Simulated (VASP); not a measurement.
Set up this calculation in VASP 6.6.1, as the native input.

| Quantity | Value |
| --- | --- |
| Task | single point |
| Functional | PBE |
| Potentials or basis | VASP PAW PBE potentials, release 64 (In_d, P) |
| Cutoff | 520 eV |
| k mesh | 6 × 6 × 6 |
| Occupations | gaussian, width 0.01 eV |
| Spin | no spin polarisation |
| Dipole correction | no |
| Further INCAR settings | ALGO = Normal; EDIFF = 1e-06; NBANDS = 16 |

The structure of InP lies in POSCAR:

```
InP
1.0
    0.0000000000      2.9816980984      2.9816980984
    2.9816980984      0.0000000000      2.9816980984
    2.9816980984      2.9816980984      0.0000000000
In P
1 1
Direct
    0.0000000000      0.0000000000      0.0000000000
    0.2500000000      0.2500000000      0.2500000000
```

The input as run:

INCAR

```
SYSTEM = InP
PREC = Accurate
ENCUT = 520
EDIFF = 1E-6
ISMEAR = 0
SIGMA = 0.01
LREAL = .FALSE.
LASPH = .TRUE.
NELM = 60
ALGO = Normal
ISIF = 2
LWAVE = .FALSE.
LCHARG = .FALSE.
GGA = PE
NBANDS = 16
```

KPOINTS

```
regular mesh
0
G
  6 6 6
  0 0 0
```

Potentials or basis: VASP PAW PBE potentials, release 64 (In_d, P).

Run with:

```console
$ cat potpaw_PBE.64/In_d/POTCAR potpaw_PBE.64/P/POTCAR > POTCAR
$ mpirun -np 1 vasp_std > vasp.out
```

It gave:

```yaml
Pressure: -0.2 GPa
Band_gap_on_the_k_mesh: 0.43 eV, direct
```

Caveat: spin-orbit coupling is left out, which moves the levels of the heavy elements.

It took 14 s on 1 thread of Intel(R) Xeon(R) Platinum 8259CL CPU @ 2.50GHz (Skylake/Cascade Lake), on a shared host, peak memory 0.17 GiB.
